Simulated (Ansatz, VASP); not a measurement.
**One calculation of TaN, two programs**

```xyz
2
Lattice="0.0000 2.2113 2.2113 2.2113 0.0000 2.2113 2.2113 2.2113 0.0000" Properties=species:S:1:pos:R:3 pbc="T T T"
Ta    2.2113    2.2113    2.2113
N     0.0000    0.0000    0.0000
```

Alike in both runs: task single point; functional PBE; k mesh 10 × 10 × 10; occupations gaussian, width 0.018 eV; no spin polarisation.

|  | VASP | Ansatz |
| --- | --- | --- |
| version | VASP 6.6.1 | Ansatz 0.2.0 |
| potentials or method | VASP PAW PBE potentials, release 64 (Ta_pv, N) | Ansatz PAW |
| plane-wave cutoff (eV) | 600 | 420 |
| valence electrons in the cell | 16 | 18 |

|  | VASP | Ansatz | Ansatz less VASP |
| --- | --- | --- | --- |
| gap on the k mesh at the Fermi level (eV) | none | none | - |
| pressure (GPa) | -0.7 | -1.4 | -0.66 |

A gap of «none» marks a metal or a gap that the smearing closes. The functional is the same, so the differences come from potentials, cutoffs and numerics. VASP's potentials hold 16 valence electrons a cell and Ansatz's 18, so a difference there can come from the potentials and not from the codes.

Spin-orbit coupling is off throughout.
